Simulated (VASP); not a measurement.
Set up this calculation in VASP 6.6.1, as the native input.

```
Task                   : electric field gradients
Functional             : PBE
Potentials or basis    : VASP PAW PBE potentials, release 64 (Os)
Cutoff                 : 520 eV
k mesh                 : 15 × 15 × 9
Occupations            : fermi-dirac, width 0.05 eV
Spin                   : no spin polarisation
Dipole correction      : no
Further INCAR settings : ALGO = Normal; EDIFF = 1e-08; NBANDS = 15
```

The structure of Os lies in POSCAR:

```
Os
1.0
    2.7138220692      0.0000000000      0.0000000000
   -1.3569110346      2.3502388533      0.0000000000
    0.0000000000      0.0000000000      4.3844955000
Os
2
Direct
    0.3333333333      0.6666666667      0.2500000000
    0.6666666667      0.3333333333      0.7500000000
```

This cell differs from its parent crystal: z stretched by +1.5 % at fixed volume.

One way to write it, as run:

INCAR

```
SYSTEM = Os
  ALGO = Normal
  EDIFF = 1E-8
  ENCUT = 520
  GGA = PE
  ISIF = 2
  ISMEAR = -1
  LASPH = .TRUE.
  LCHARG = .FALSE.
  LEFG = .TRUE.
  LREAL = .FALSE.
  LWAVE = .FALSE.
  NBANDS = 15
  NELM = 80
  PREC = Accurate
  SIGMA = 0.05
```

KPOINTS

```
k-points
0
G
  15 15 9
  0 0 0
```

Potentials or basis: VASP PAW PBE potentials, release 64 (Os).

Launch:

```bash
$ cat potpaw_PBE.64/Os/POTCAR > POTCAR
$ mpirun -np 1 vasp_std > vasp.out
```

It gave:

The pressure is 8.5 GPa, the band gap on the k mesh is zero (bands 8 and 9 overlap by 3.98 eV) and the largest electric field gradient by atom is Os -29.4 V/Å².

Caveat: the cell stands under pressure; without QUAD_EFG the Cq values of the log hold for a quadrupole moment of 1 mb, not for the nuclei; spin-orbit coupling is left out, which moves the levels of the heavy elements.

Run time: 74 s on 1 thread of Intel Xeon 8259CL, with other jobs on the host, peak memory 0.18 GiB.
